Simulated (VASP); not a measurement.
# In (Im-3m) in VASP: a series of runs

In is run at these levels: PBE0, HSE06; tasks: single point.

Everything below comes from runs of VASP 6.6.1. Logs are shortened: lines on timing, memory, paths and dates and some standing lists are left out, and cuts for length are marked.

### 1 The cell of the first run

It takes space group Im-3m (No. 229, cubic). Conventional cell: a = 3.790 Å, b = 3.790 Å, c = 3.790 Å, α = 90.00°, β = 90.00°, γ = 90.00°. In (site symmetry m-3m) has 14 In at 3.28 to 3.79 Å within 4.3 Å.

This isn't the form of In at room conditions, which is tetragonal.

### 2 Single point, PBE0

The input, POSCAR:

```
In
1.0
   -1.8949926579      1.8949926579      1.8949926579
    1.8949926579     -1.8949926579      1.8949926579
    1.8949926579      1.8949926579     -1.8949926579
In
1
Direct
    0.0000000000      0.0000000000      0.0000000000
```

The input, INCAR.step1:

```
  ALGO = Normal
  EDIFF = 1E-5
  ENCUT = 520
  GGA = PE
  ISIF = 2
  ISMEAR = -1
  LASPH = T
  LCHARG = F
  LREAL = F
  LWAVE = T
  NBANDS = 12
  NELM = 60
  PREC = Accurate
  SIGMA = 0.05
```

The input, INCAR.step2:

```
  AEXX = 0.25
  ALGO = Normal
  EDIFF = 1E-7
  ENCUT = 520
  GGA = PE
  ISIF = 2
  ISMEAR = -1
  ISTART = 1
  LASPH = T
  LCHARG = F
  LHFCALC = T
  LREAL = F
  LWAVE = F
  NBANDS = 12
  NELM = 60
  PREC = Accurate
  PRECFOCK = Normal
  SIGMA = 0.05
```

The input, KPOINTS:

```
k-points
0
Gamma
  6 6 6
```

Potentials or basis: VASP PAW PBE potentials, release 64 (In_d).

Launch:

```
cat potpaw_PBE.64/In_d/POTCAR > POTCAR
cp INCAR.step1 INCAR
mpirun -np 1 vasp_std > vasp.out
cp INCAR.step2 INCAR
mpirun -np 1 vasp_std > vasp.out
```

OUTCAR:

```text
AEXX = 0.25
   EDIFF = 1E-7
   ENCUT = 520
   GGA = PE
   ISIF = 2
   ISMEAR = -1
   ISTART = 1
   LASPH = T
   LHFCALC = T
   LREAL = F
   NELM = 60
   PREC = Accurate
   PRECFOCK = Normal

 ion  position               nearest neighbor table
   1  0.000  0.000  0.000-

  LATTYP: Found a body centered cubic cell.
 ALAT       =     3.7899853158

  Lattice vectors:

 A1 = (  -1.8949926579,   1.8949926579,   1.8949926579)
 A2 = (   1.8949926579,  -1.8949926579,   1.8949926579)
 A3 = (   1.8949926579,   1.8949926579,  -1.8949926579)

Analysis of symmetry for initial positions (statically):
=====================================================================
 Subroutine PRICEL returns:
 Original cell was already a primitive cell.

 Routine SETGRP: Setting up the symmetry group for a
 body centered cubic supercell.

 Subroutine GETGRP returns: Found 48 space group operations
 (whereof 48 operations were pure point group operations)
 out of a pool of 48 trial point group operations.

The static configuration has the point symmetry O_h .

Analysis of symmetry for dynamics (positions and initial velocities):
=====================================================================
 Subroutine PRICEL returns:
 Original cell was already a primitive cell.

 Routine SETGRP: Setting up the symmetry group for a
 body centered cubic supercell.

 Subroutine GETGRP returns: Found 48 space group operations
 (whereof 48 operations were pure point group operations)
 out of a pool of 48 trial point group operations.

The dynamic configuration has the point symmetry O_h .

 Subroutine INISYM returns: Found 48 space group operations
 (whereof 48 operations are pure point group operations),
 and found     1 'primitive' translations

----------------------------------------------------------------------------------------

                                     Primitive cell

  volume of cell :      27.2197

  direct lattice vectors                    reciprocal lattice vectors
    -1.894992658  1.894992658  1.894992658     0.000000000  0.263853265  0.263853265
     1.894992658 -1.894992658  1.894992658     0.263853265  0.000000000  0.263853265
     1.894992658  1.894992658 -1.894992658     0.263853265  0.263853265  0.000000000

  length of vectors
     3.282223563  3.282223563  3.282223563     0.373144866  0.373144866  0.373144866

  position of ions in fractional coordinates (direct lattice)
     0.000000000  0.000000000  0.000000000

  ion indices of the primitive-cell ions
   primitive index   ion index
                 1           1

----------------------------------------------------------------------------------------

 KPOINTS: k-points

Automatic generation of k-mesh.
 Grid dimensions read from file:
 generate k-points for:    6    6    6

 Generating k-lattice:

  Cartesian coordinates                     Fractional coordinates (reciprocal lattice)
     0.000000000  0.043975544  0.043975544     0.166666667  0.000000000  0.000000000
     0.043975544  0.000000000  0.043975544     0.000000000  0.166666667  0.000000000
     0.043975544  0.043975544  0.000000000     0.000000000  0.000000000  0.166666667

  Length of vectors
     0.062190811  0.062190811  0.062190811

  Shift w.r.t. Gamma in fractional coordinates (k-lattice)
     0.000000000  0.000000000  0.000000000

 Subroutine IBZKPT returns following result:
 ===========================================

 Found     16 irreducible k-points:

 Following reciprocal coordinates:
            Coordinates               Weight
  0.000000  0.000000  0.000000      1.000000
  0.166667  0.000000  0.000000     12.000000
  0.333333  0.000000  0.000000     12.000000
  0.500000  0.000000  0.000000      6.000000
  0.166667  0.166667  0.000000     24.000000
  0.333333  0.166667  0.000000     48.000000
[... 8 lines left out ...]
  0.500000  0.500000  0.333333     12.000000
  0.500000  0.500000  0.500000      1.000000
   k-points           NKPTS =     16   k-points in BZ     NKDIM =    216   number of bands    NBANDS=     12
   number of dos      NEDOS =    301   number of ions     NIONS =      1
   total plane-waves  NPLWV =  13824
   dimension x,y,z NGX =    24 NGY =   24 NGZ =   24
   dimension x,y,z NGXF=    48 NGYF=   48 NGZF=   48
   ions per type =               1
   NGX,Y,Z   is equivalent  to a cutoff of  12.16, 12.16, 12.16 a.u.
   NGXF,Y,Z  is equivalent  to a cutoff of  24.31, 24.31, 24.31 a.u.
 SYSTEM =  unknown system
   PREC   = accura    normal or accurate (medium, high low for compatibility)
   ISTART =      1    job   : 0-new  1-cont  2-samecut
   ICHARG =      0    charge: 1-file 2-atom 10-const
   ISPIN  =      1    spin polarized calculation?
   LNONCOLLINEAR =      F non collinear calculations
   LSORBIT =      F    spin-orbit coupling
   LASPH  =      T    aspherical Exc in radial PAW
   ENCUT  =  520.0 eV  38.22 Ry    6.18 a.u.   6.10  6.10  6.10*2*pi/ulx,y,z
   NELM   =     60;   NELMIN=  2; NELMDL=  0     # of ELM steps
   EDIFF  = 0.1E-06   stopping-criterion for ELM
   LREAL  =      F    real-space projection
   EDIFFG = 0.1E-05   stopping-criterion for IOM
   NSW    =      0    number of steps for IOM
   IBRION =     -1    ionic relax: 0-MD 1-quasi-New 2-CG
   NFREE  =      0    steps in history (QN), initial steepest desc. (CG)
   ISIF   =      2    stress and relaxation
   ISYM   =      3    0-nonsym 1-usesym 2-fastsym
   POTIM  = 0.5000    time-step for ionic-motion
   TEBEG  =    0.0;   TEEND  =   0.0 temperature during run
   PSTRESS=    0.0 pullay stress
   NELECT =      13.0000    total number of electrons
   NUPDOWN=      -1.0000    fix difference up-down
   EMIN   =  10.00;   EMAX   =-10.00  energy-range for DOS
   EFERMI =   0.00;   METHOD = LEGACY
   ISMEAR =    -1;   SIGMA  =   0.05  broadening in eV -4-tet -1-fermi 0-gaus
   EFERMI_NEDOS =   21; number of points for ismear=-14 and -15
   IALGO  =     38    algorithm
   IMIX   =      1    mixing-type and parameters
     AMIX     =   0.40;   BMIX     =  1.00
     AMIX_MAG =   1.60;   BMIX_MAG =  1.00
  volume/ion in A,a.u.               =      27.22       183.69
  Fermi-wavevector in a.u.,A,eV,Ry     =   1.279661  2.418209 22.279995  1.637533
  Thomas-Fermi vector in A             =   2.412134
   LORBIT       =      0    0 simple, 1 ext, 2 COOP (PROOUT), +10 PAW based schemes
   GGA     = PE    functional components
   LHFCALC =     T    Hartree Fock is set to
   PRECFOCK=normal    Normal, Fast or Accurate (Low or Medium for compatibility)
   ENCUT4O =  -1.0   cutoff for four orbital integrals eV
   NKREDX  =     1    reduce k-point grid by
   NKREDY  =     1    reduce k-point grid by
   NKREDZ  =     1    reduce k-point grid by
   AEXX    =    0.2500 exact exchange contribution
   HFSCREEN=    0.0000 screening length (either q_TF or 0.3 A-1)
   HFSCREENC=   0.0000 screening length for correlation (either q_TF or 0.3 A-1)
   ENCUTFOCK=  -1.0 apply spherical cutoff to Coloumb kernel
   IVDW    =     0    specifies the selected vdW correction
   LEPSILON=     F    determine dielectric tensor
   LRPA    =     F    only Hartree local field effects (RPA)
 non-spin polarized calculation
  energy-cutoff  :      520.00
  volume of cell :       27.22
 maximum number of plane-waves:       746
  NGX = 20; NGY = 20; NGZ = 20

 number of electron      13.0000014 magnetization

 Free energy of the ion-electron system (eV)
  ---------------------------------------------------
  ext. energy  EPLUGINS =         0.00000000
  ---------------------------------------------------
  free energy    TOTEN  =        -3.22077846 eV

  energy without entropy =       -3.21659212  energy(sigma->0) =       -3.21868529

 E-fermi :   7.0979     XC(G=0):  -7.9562

 val. band max:        6.2363749241   @ k =   0.5000   0.5000   0.3333
 cond. band min:       7.1951553290   @ k =  -0.3333   0.5000   0.1667
 fundamental gap:      0.9587804049
 Fermi energy:         7.0978598291

 k-point     1 :       0.0000    0.0000    0.0000
  band No.  band energies     occupation
      1     -10.0949      2.00000
      2     -10.0949      2.00000
      3     -10.0949      2.00000
      4      -9.8365      2.00000
      5      -9.8365      2.00000
      6      -3.9212      2.00000
      7      19.1495      0.00000
      8      19.1495      0.00000
      9      19.1495      0.00000
     10      21.0628      0.00000
     11      21.0628      0.00000
     12      21.0628      0.00000

 k-point     2 :       0.1667    0.0000    0.0000
  band No.  band energies     occupation
      1     -10.1207      2.00000
      2     -10.0755      2.00000
      3      -9.9941      2.00000
      4      -9.8609      2.00000
      5      -9.8381      2.00000
      6      -3.2119      2.00000
      7      14.4940      0.00000
      8      16.9892      0.00000
      9      17.7486      0.00000
     10      19.3808      0.00000
     11      19.5813      0.00000
     12      21.2337      0.00000

 k-point     3 :       0.3333    0.0000    0.0000
  band No.  band energies     occupation
      1     -10.1719      2.00000
      2     -10.0922      2.00000
      3      -9.8676      2.00000
      4      -9.8407      2.00000
      5      -9.7857      2.00000
      6      -1.0357      2.00000
      7       8.4565      0.00000
      8      14.6943      0.00000
      9      15.9496      0.00000
     10      18.3369      0.00000
     11      18.3398      0.00000
     12      23.1837      0.00000
[... 166 lines left out ...]
 k-point    15 :       0.5000    0.5000    0.3333
  band No.  band energies     occupation
      1     -10.1359      2.00000
      2     -10.1089      2.00000
      3      -9.8422      2.00000
      4      -9.7857      2.00000
      5      -9.7059      2.00000
      6       4.9003      2.00000
      7       6.2364      2.00000
      8       9.6352      0.00000
      9      11.5487      0.00000
     10      14.9752      0.00000
     11      15.8147      0.00000
     12      25.2989      0.00000

 k-point    16 :       0.5000    0.5000    0.5000
  band No.  band energies     occupation
      1     -10.1904      2.00000
      2     -10.1904      2.00000
      3      -9.7155      2.00000
      4      -9.7155      2.00000
      5      -9.7155      2.00000
      6       8.4387      0.00000
      7       8.7703      0.00000
      8       8.7703      0.00000
      9       8.7703      0.00000
     10      12.8864      0.00000
     11      12.8864      0.00000
     12      27.9353      0.00000

------------------------ aborting loop because EDIFF is reached ----------------------------------------

  FORCE on cell =-STRESS in cart. coord.  units (eV):
  Direction    XX          YY          ZZ          XY          YZ          ZX
  --------------------------------------------------------------------------------------
  -------------------------------------------------------------------------------------
  Total       -0.2524724     -0.2524724     -0.2524724      0.0000000      0.0000000      0.0000000
  in kB      -14.8607891    -14.8607891    -14.8607891      0.0000000      0.0000000      0.0000000
  external PRESSURE =     -14.8607891 kB  Pullay stress =       0.0000000 kB

 VOLUME and BASIS-vectors are now :
 -----------------------------------------------------------------------------
  energy-cutoff  :      520.00
  volume of cell :       27.22
      direct lattice vectors                 reciprocal lattice vectors
    -1.894992658  1.894992658  1.894992658     0.000000000  0.263853265  0.263853265
     1.894992658 -1.894992658  1.894992658     0.263853265  0.000000000  0.263853265
     1.894992658  1.894992658 -1.894992658     0.263853265  0.263853265  0.000000000

 POSITION                                       TOTAL-FORCE (eV/Angst)
 -----------------------------------------------------------------------------------
      0.00000      0.00000      0.00000         0.000000     -0.000000      0.000000
 -----------------------------------------------------------------------------------
    total drift:                                0.000000      0.000000     -0.000000

  FREE ENERGIE OF THE ION-ELECTRON SYSTEM (eV)
  ---------------------------------------------------
  free  energy   TOTEN  =        -3.2207784613 eV

  energy  without entropy=       -3.2165921224  energy(sigma->0) =       -3.21868529
```

Run time: 30 min. Hardware: 1 thread of Intel Xeon 8259CL, shared host; peak memory 0.16 GiB.

Results:

- Free energy: -3.2208 eV
- Pressure: -1.5 GPa
- Band gap on the k mesh: zero (an odd number of electrons rules out a gap without spin polarisation)

Caveat: the k points lie up to 0.39 Å⁻¹ apart, too coarse for converged energies and pressures of a metal; the PAW data sets were made with another functional, which shifts forces and pressure a little; spin-orbit coupling is left out, which moves the levels of the heavy elements.

### 3 Single point, HSE06

This run uses another cell than the first one, of 27.75 Å³/atom.

The input, POSCAR:

```
In
1.0
   -1.9072981498      1.9072981498      1.9072981498
    1.9072981498     -1.9072981498      1.9072981498
    1.9072981498      1.9072981498     -1.9072981498
In
1
Direct
    0.0000000000      0.0000000000      0.0000000000
```

The input, INCAR.step1:

```
SYSTEM = In
PREC = Accurate
ENCUT = 520
EDIFF = 1E-5
ISMEAR = -1
SIGMA = 0.05
LREAL = .False.
LASPH = .True.
NELM = 100
ALGO = Normal
ISIF = 2
LWAVE = .True.
LCHARG = .False.
NBANDS = 12
GGA = PE
```

The input, INCAR.step2:

```
SYSTEM = In
PREC = Accurate
ENCUT = 520
EDIFF = 1E-6
ISMEAR = -1
SIGMA = 0.05
LREAL = .False.
LASPH = .True.
NELM = 100
ALGO = Normal
ISIF = 2
LWAVE = .False.
LCHARG = .False.
GGA = PE
LHFCALC = .True.
HFSCREEN = 0.2079
PRECFOCK = Normal
NBANDS = 12
ISTART = 1
```

The input, KPOINTS:

```
Automatic mesh
0
Gamma
  6 6 6
  0 0 0
```

Potentials or basis: VASP PAW PBE potentials, release 64 (In_d).

Launch:

```
cat potpaw_PBE.64/In_d/POTCAR > POTCAR
cp INCAR.step1 INCAR
mpirun -np 1 vasp_std > vasp.out
cp INCAR.step2 INCAR
mpirun -np 1 vasp_std > vasp.out
```

Wall time 20 min (1 thread of Intel Xeon 8259CL, shared host); peak memory 0.27 GiB.

It converged, with:

| Item | Value |
| --- | --- |
| Free energy | -2.9142 eV |
| Pressure | -2.2 GPa |
| Band gap on the k mesh | zero (an odd number of electrons rules out a gap without spin polarisation) |

Levels at points of the mesh, in eV from the Fermi level:
| k point | band 4 | band 5 | band 6 | band 7 | band 8 | band 9 |
| --- | --- | --- | --- | --- | --- | --- |
| (0.00, 0.00, 0.00) | -16.31 | -16.31 | -10.23 | 11.63 | 11.63 | 11.63 |
| (0.50, 0.00, 0.00) | -16.32 | -16.16 | -4.22 | -3.23 | 6.45 | 7.93 |
| (0.50, 0.50, 0.50) | -16.20 | -16.20 | 1.11 | 1.59 | 1.59 | 1.59 |

Caveat: the k points lie up to 0.39 Å⁻¹ apart, too coarse for converged energies and pressures of a metal; the PAW data sets were made with another functional, which shifts forces and pressure a little; spin-orbit coupling is left out, which moves the levels of the heavy elements.

The gap in the log of VASP goes by the Fermi energy; the results here count the filled bands.